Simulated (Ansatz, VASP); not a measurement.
**One calculation of SiF2, two programs**

```xyz
6
Lattice="4.6928 0.0000 0.0000 0.0000 4.6928 0.0000 0.0000 0.0000 5.2960" Properties=species:S:1:pos:R:3 pbc="T T T"
Si    0.0000    2.3464    0.1329
Si    2.3464    0.0000    5.1631
F     0.0000    0.0000    0.0000
F     2.3464    2.3464    0.0000
F     0.0000    2.3464    3.8172
F     2.3464    0.0000    1.4788
```

Alike in both runs: functional PBE; k mesh 6 × 6 × 6; occupations gaussian, width 0.02 eV; no spin polarisation.

Ansatz relaxed the structure, and its values are those at the end. VASP's run is a single point on that final structure, the one shown.

```csv
,VASP,Ansatz
version,VASP 6.6.1,Ansatz 0.2.0
potentials or method,"VASP PAW PBE potentials, release 64 (Si, F_h), cutoff 1350 eV","scalar-relativistic, plane waves, PAW"
valence electrons in the cell,36,36
```

|  | VASP | Ansatz | Ansatz less VASP |
| --- | --- | --- | --- |
| gap on the k mesh at the Fermi level (eV) | 2.29 | 2.28 | -0.009 |
| least direct gap on the mesh (eV) | 2.29 | 2.28 | -0.009 |
| pressure (GPa) | -0.2 | 0.0 | +0.23 |
| rms of the force components (eV/Å) | 0.036 | 0.000 | -0.0356 |
